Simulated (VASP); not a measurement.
The system is CuO.

```
Cu O
1.0
     1.99097   -2.15355    0.00000
     1.99097    2.15355    0.00000
     0.00000    0.00000    5.15593
Cu O
2 2
Direct
  0.50000 0.00000 0.00000
  0.00000 0.50000 0.50000
  0.50000 0.50000 0.25000
  0.50000 0.50000 0.75000
```

Base run:

```yaml
Program: VASP 6.6.1
Functional: PBEsol
Potentials_or_basis: VASP PAW PBE potentials, release 64 (Cu_sv_GW, O)
Cutoff: 820 eV
k_mesh: 9 × 9 × 5
Occupations: fermi-dirac, width 0.05 eV
Spin: no spin polarisation
```

Its results: band gap on the k mesh zero (bands 25 and 26 overlap by 0.87 eV); pressure -6.8 GPa.

The run is repeated on the same cell with these changes: functional from PBEsol to RPBE. What comes out?

Band gap on the k mesh zero (bands 25 and 26 overlap by 0.84 eV); pressure 5.8 GPa.

RPBE binds less tightly than PBEsol, so the same cell stands under more pressure.

Caveats: the PAW data sets were made with another functional, which shifts forces and pressure a little; semilocal functionals often make such compounds metallic where correlation or magnetic order opens a gap, which also shifts bond lengths; the cell stands under tension (at least some runs); the cell stands under pressure (at least some runs).
